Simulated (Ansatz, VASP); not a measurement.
One calculation of GePt, two programs

```
Ge Pt
1.0
     1.86494    1.07672    2.93257
    -1.86494    1.07672    2.93257
     0.00000   -2.15344    2.93257
Ge Pt
1 1
Direct
  0.50000 0.50000 0.50000
  0.00000 0.00000 0.00000
```

Alike in both runs: functional PBE; k mesh 6 × 6 × 6; occupations gaussian, width 0.2 eV; no spin polarisation.

Ansatz relaxed the structure, and its values are those at the end. VASP's run is a single point on that final structure, the one shown.

```csv
,VASP,Ansatz
version,VASP 6.6.1,Ansatz 0.2.0
potentials or method,"VASP PAW PBE potentials, release 64 (Ge_d, Pt), cutoff 500 eV","scalar-relativistic, plane waves, PAW"
valence electrons in the cell,24,32
```

VASP gave:

* gap on the k mesh at the Fermi level (eV): none
* pressure (GPa): 0.0

Problem. Which values does Ansatz return?

Solution. gap on the k mesh at the Fermi level (eV): none; pressure (GPa): 0.1.

A gap of «none» marks a metal or a gap that the smearing closes. The functional is the same, so the differences come from potentials, cutoffs and numerics. VASP's potentials hold 24 valence electrons a cell and Ansatz's 32, so a difference there can come from the potentials and not from the codes.

Spin-orbit coupling is off throughout.
